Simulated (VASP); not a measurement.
MgS: vibrations by perturbation theory with PBEsol

The system is MgS.

```
Mg S
1.0
     0.00000   -2.82589   -2.82589
    -2.82589    0.00000   -2.82589
     2.82589    2.82589   -5.65178
Mg S
2 2
Direct
  0.00000 0.00000 0.00000
  0.50000 0.50000 0.50000
  0.37500 0.37500 0.87500
  0.87500 0.87500 0.37500
```

```yaml
Program: VASP 6.6.1
Task: vibrations by perturbation theory
Functional: PBEsol
Potentials_or_basis: VASP PAW PBE potentials, release 64 (Mg, S)
Cutoff: 520 eV
k_mesh: 6 × 6 × 8
Occupations: gaussian, width 0.05 eV
Spin: no spin polarisation
Dipole_correction: no
Further_INCAR_settings: ALGO = Normal; EDIFF = 1e-08; ISYM = 0; IBRION = 8; NSW = 1
```

The highest phonon frequency at Γ, LO-TO splitting left out is 338 cm⁻¹.

Phonon frequencies in cm⁻¹ (negative: imaginary):
```csv
q point,frequencies
"(0.000, 0.000, 0.000)",-1 0 0 79 79 270 330 330 333 333 333 338
```

Wall time 55 min on 1 thread of Oxide Virtual Turin-like Processor (shared host), peak memory 0.46 GiB.
